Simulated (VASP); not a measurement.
# Al3Au (I4/mmm) in VASP: a series of runs

Al3Au is run at these levels: r2SCAN, PBE; tasks: single point.

Program: VASP 6.6.1. These are calculated values, not measurements. Logs are shortened: lines on timing, memory, paths and dates and some standing lists are left out, and cuts for length are marked.

### Step 1. The cell of the first run

Symmetry: I4/mmm, No. 139, tetragonal system. The conventional cell has a = 4.051 Å, b = 4.051 Å, c = 8.113 Å, α = 90.00°, β = 90.00°, γ = 90.00°. Au (site symmetry 4/mmm) has 12 Al at 2.86 to 2.87 Å within 3.8 Å. Within 3.8 Å of Al (site symmetry 4/mmm) lie 4 Au at 2.86 Å and 8 Al at 2.87 Å. Al (site symmetry -4m2) has 8 Al at 2.86 to 2.87 Å and 4 Au at 2.87 Å within 3.8 Å.

### Step 2. Single point, r2SCAN, non-collinear spin, zero start, spin-orbit coupling

File POSCAR:

```
Al3Au
1.0
   -2.0253330000      2.0253330000      4.0566000000
    2.0253330000     -2.0253330000      4.0566000000
    2.0253330000      2.0253330000     -4.0566000000
Au Al
1 3
Direct
    0.0000000000      0.0000000000      0.0000000000
    0.5000000000      0.5000000000      0.0000000000
    0.2500000000      0.7500000000      0.5000000000
    0.7500000000      0.2500000000      0.5000000000
```

File INCAR.step1:

```
PREC     = Accurate       # precision mode
ENCUT    = 520            # plane-wave cutoff, eV
ISMEAR   = -1             # smearing method
SIGMA    = 0.05           # smearing width, eV
LREAL    = False          # projectors in reciprocal space
LASPH    = True           # aspherical terms in the spheres
NELM     = 150            # most SCF steps
MAGMOM   = 0 0 0 0 0 0 0 0 0 0 0 0 # initial moments
LSORBIT  = True           # spin-orbit coupling
GGA_COMPAT= False        
LMAXMIX  = 4              # l up to which the mixer works
NBANDS   = 34             # bands
GGA      = PE             # functional
ALGO     = Normal         # electronic algorithm
EDIFF    = 1E-4           # SCF threshold, eV
LWAVE    = True           # write WAVECAR
LCHARG   = False          # write CHGCAR
```

File INCAR.step2:

```
PREC     = Accurate       # precision mode
ENCUT    = 520            # plane-wave cutoff, eV
EDIFF    = 1E-6           # SCF threshold, eV
ISMEAR   = -1             # smearing method
SIGMA    = 0.05           # smearing width, eV
LREAL    = False          # projectors in reciprocal space
LASPH    = True           # aspherical terms in the spheres
NELM     = 150            # most SCF steps
ALGO     = Normal         # electronic algorithm
ISIF     = 2              # what is computed and relaxed
LWAVE    = False          # write WAVECAR
LCHARG   = False          # write CHGCAR
MAGMOM   = 0 0 0 0 0 0 0 0 0 0 0 0 # initial moments
LORBIT   = 11             # projections on sites
LSORBIT  = True           # spin-orbit coupling
GGA_COMPAT= False        
LORBMOM  = True         
LMAXMIX  = 4              # l up to which the mixer works
METAGGA  = R2SCAN         # meta-GGA
LMIXTAU  = True         
NBANDS   = 34             # bands
ISTART   = 1
```

File KPOINTS:

```
regular mesh
0
Gamma
  9 9 9
```

Potentials or basis: VASP PAW PBE potentials, release 64 (Au, Al).

Command:

```sh
cat potpaw_PBE.64/Au/POTCAR potpaw_PBE.64/Al/POTCAR > POTCAR
cp INCAR.step1 INCAR
mpirun -np 1 vasp_ncl > vasp.out
cp INCAR.step2 INCAR
mpirun -np 1 vasp_ncl > vasp.out
```

OUTCAR:

```text
PREC = Accurate
   ENCUT = 520
   EDIFF = 1E-6
   ISMEAR = -1
   LREAL = False
   LASPH = True
   NELM = 150
   ISIF = 2
   LORBIT = 11
   LSORBIT = True
   METAGGA = R2SCAN
   ISTART = 1

 ion  position               nearest neighbor table
   1  0.000  0.000  0.000-   2 2.86   2 2.86   2 2.86   2 2.86   4 2.87   3 2.87   4 2.87   3 2.87
                             4 2.87   4 2.87   3 2.87   3 2.87
   2  0.500  0.500  0.000-   1 2.86   1 2.86   1 2.86   1 2.86   4 2.87   3 2.87   4 2.87   4 2.87
                             3 2.87   3 2.87   4 2.87   3 2.87
   3  0.250  0.750  0.500-   4 2.86   4 2.86   4 2.86   4 2.86   2 2.87   1 2.87   2 2.87   2 2.87
                             1 2.87   1 2.87   2 2.87   1 2.87
   4  0.750  0.250  0.500-   3 2.86   3 2.86   3 2.86   3 2.86   2 2.87   1 2.87   2 2.87   1 2.87
                             2 2.87   2 2.87   1 2.87   1 2.87

  LATTYP: Found a body centered tetragonal cell.
 ALAT       =     4.0506660000
 C/A-ratio  =     2.0029298886

  Lattice vectors:

 A1 = (  -2.0253330000,   2.0253330000,   4.0566000000)
 A2 = (   2.0253330000,  -2.0253330000,   4.0566000000)
 A3 = (   2.0253330000,   2.0253330000,  -4.0566000000)

Analysis of symmetry for initial positions (statically):
=====================================================================
 Subroutine PRICEL returns:
 Original cell was already a primitive cell.

 Routine SETGRP: Setting up the symmetry group for a
 body centered tetragonal supercell.

 Subroutine GETGRP returns: Found 16 space group operations
 (whereof 16 operations were pure point group operations)
 out of a pool of 16 trial point group operations.

The static configuration has the point symmetry D_4h.

Analysis of symmetry for dynamics (positions and initial velocities):
=====================================================================
 Subroutine PRICEL returns:
 Original cell was already a primitive cell.

 Routine SETGRP: Setting up the symmetry group for a
 body centered tetragonal supercell.

 Subroutine GETGRP returns: Found 16 space group operations
 (whereof 16 operations were pure point group operations)
 out of a pool of 16 trial point group operations.

The dynamic configuration has the point symmetry D_4h.

Analysis of structural, dynamic, and magnetic symmetry:
=====================================================================
 Subroutine PRICEL returns:
 Original cell was already a primitive cell.

 Routine SETGRP: Setting up the symmetry group for a
 body centered tetragonal supercell.
[... 1035 lines left out ...]
    total drift:                               -0.000000     -0.000000      0.000000

  FREE ENERGIE OF THE ION-ELECTRON SYSTEM (eV)
  ---------------------------------------------------
  free  energy   TOTEN  =       -71.5039047967 eV

  energy  without entropy=      -71.4940790892  energy(sigma->0) =      -71.49899194

 orbital moment (x)

 # of ion     p       d       tot
 ----------------------------------------
  1         0.000  -0.000  -0.000
  2         0.000   0.000   0.000
  3         0.000   0.000   0.000
  4        -0.000   0.000  -0.000
 ----------------------------------------
            0.000  -0.000  -0.000

 orbital moment (y)

 # of ion     p       d       tot
 ----------------------------------------
  1         0.000  -0.000  -0.000
  2         0.000   0.000   0.000
  3         0.000   0.000   0.000
  4         0.000   0.000   0.000
 ----------------------------------------
            0.000  -0.000   0.000

 orbital moment (z)

 # of ion     p       d       tot
 ----------------------------------------
  1         0.000   0.000   0.000
  2         0.000   0.000   0.000
  3         0.000   0.000   0.000
  4         0.000   0.000   0.000
 ----------------------------------------
            0.000   0.000   0.000

 Spin-Orbit-Coupling matrix elements

 Ion:    1  E_soc:     -0.6158227
 l=   1
     0.0000000    -0.0346481    -0.0367441
    -0.0346481     0.0000000    -0.0346481
    -0.0367441    -0.0346481     0.0000000
 l=   2
     0.0000000    -0.0143130     0.0000000    -0.0143130    -0.0523804
    -0.0143130     0.0000000    -0.0400124    -0.0144630    -0.0131884
     0.0000000    -0.0400124     0.0000000    -0.0400124     0.0000000
    -0.0143130    -0.0144630    -0.0400124     0.0000000    -0.0131884
    -0.0523804    -0.0131884     0.0000000    -0.0131884     0.0000000
 l=   3
     0.0000000     0.0000000     0.0000000     0.0000000     0.0000000     0.0000000     0.0000000
     0.0000000     0.0000000     0.0000000     0.0000000     0.0000000     0.0000000     0.0000000
     0.0000000     0.0000000     0.0000000     0.0000000     0.0000000     0.0000000     0.0000000
     0.0000000     0.0000000     0.0000000     0.0000000     0.0000000     0.0000000     0.0000000
[... 49 lines left out ...]
 l=   2
     0.0000000     0.0000000     0.0000000     0.0000000     0.0000000
     0.0000000     0.0000000     0.0000000     0.0000000     0.0000000
     0.0000000     0.0000000     0.0000000     0.0000000     0.0000000
     0.0000000     0.0000000     0.0000000     0.0000000     0.0000000
     0.0000000     0.0000000     0.0000000     0.0000000     0.0000000
 l=   3
     0.0000000     0.0000000     0.0000000     0.0000000     0.0000000     0.0000000     0.0000000
     0.0000000     0.0000000     0.0000000     0.0000000     0.0000000     0.0000000     0.0000000
     0.0000000     0.0000000     0.0000000     0.0000000     0.0000000     0.0000000     0.0000000
     0.0000000     0.0000000     0.0000000     0.0000000     0.0000000     0.0000000     0.0000000
     0.0000000     0.0000000     0.0000000     0.0000000     0.0000000     0.0000000     0.0000000
     0.0000000     0.0000000     0.0000000     0.0000000     0.0000000     0.0000000     0.0000000
     0.0000000     0.0000000     0.0000000     0.0000000     0.0000000     0.0000000     0.0000000

 total charge

# of ion       s       p       d       tot
------------------------------------------
    1        0.685   0.492   8.611   9.788
    2        0.409   0.350   0.000   0.759
    3        0.404   0.337   0.000   0.741
    4        0.404   0.337   0.000   0.741
--------------------------------------------------
tot          1.902   1.517   8.611  12.029

 magnetization (x)

# of ion       s       p       d       tot
------------------------------------------
    1        0.000   0.000   0.000   0.000
    2        0.000   0.000   0.000   0.000
    3        0.000  -0.000   0.000  -0.000
    4       -0.000  -0.000   0.000  -0.000
--------------------------------------------------
tot         -0.000  -0.000   0.000  -0.000

 magnetization (y)

# of ion       s       p       d       tot
------------------------------------------
    1        0.000  -0.000   0.000  -0.000
    2        0.000   0.000   0.000   0.000
    3        0.000  -0.000   0.000  -0.000
    4       -0.000  -0.000   0.000  -0.000
--------------------------------------------------
tot         -0.000  -0.000   0.000  -0.000

 magnetization (z)

# of ion       s       p       d       tot
------------------------------------------
    1        0.000   0.000   0.000   0.000
    2       -0.000   0.000   0.000  -0.000
    3        0.000   0.000   0.000   0.000
    4        0.000   0.000   0.000   0.000
--------------------------------------------------
tot         -0.000   0.000   0.000   0.000
```

Run time: 1.5 h. Hardware: 1 thread of Oxide Virtual Turin-like, shared host; peak memory 0.7 GiB.

Results:

```yaml
Free_energy: -71.5039 eV
Pressure: -3.5 GPa
Net_moment: 0.00 μB per cell
Valence_electrons_inside_the_program's_atomic_spheres: Au 9.79; Al 0.76, 0.74 (each value once)
```

Stress tensor (GPa, compression positive):
```
-3.49  0.00  0.00
 0.00 -3.49  0.00
 0.00  0.00 -3.67
```

Moments on the atoms (μB; x, y, z):
```
Au  0.00 0.00 0.00
Al  0.00 0.00 0.00
Al  0.00 0.00 0.00
Al  0.00 0.00 0.00
```

Caveat: the cell stands under tension; the PAW data sets were made with another functional, which shifts forces and pressure a little.

### Step 3. Single point, PBE, non-collinear spin, zero start, spin-orbit coupling

File INCAR:

```
SYSTEM = Al3Au
PREC = Accurate
ENCUT = 520
EDIFF = 1E-7
ISMEAR = 0
SIGMA = 0.05
LREAL = .False.
LASPH = .True.
NELM = 150
ALGO = Fast
ISIF = 2
LWAVE = .False.
LCHARG = .False.
MAGMOM = 0 0 0 0 0 0 0 0 0 0 0 0
LORBIT = 11
LSORBIT = .True.
GGA_COMPAT = .False.
LORBMOM = .True.
LMAXMIX = 4
GGA = PE
NBANDS = 34
```

File KPOINTS:

```
regular mesh
0
Gamma
  8 8 8
  0 0 0
```

POSCAR is that of step 2.

Potentials or basis: VASP PAW PBE potentials, release 64 (Au, Al).

Command:

```sh
cat potpaw_PBE.64/Au/POTCAR potpaw_PBE.64/Al/POTCAR > POTCAR
mpirun -np 1 vasp_ncl > vasp.out
```

It took 12 min on 1 thread of Oxide Virtual Turin-like, shared host; peak memory 0.55 GiB.

It converged, with:

```yaml
Free_energy: -15.2436 eV
Pressure: -0.2 GPa
Net_moment: 0.00 μB per cell
Valence_electrons_inside_the_program's_atomic_spheres: Au 9.77; Al 0.76, 0.74 (each value once)
```

Stress tensor (GPa, compression positive):
```
-0.59  0.00  0.00
 0.00 -0.59  0.00
 0.00  0.00  0.51
```

Moments on the atoms (μB; x, y, z):
```
Au  0.00 0.00 0.00
Al  0.00 0.00 0.00
Al  0.00 0.00 0.00
Al  0.00 0.00 0.00
```
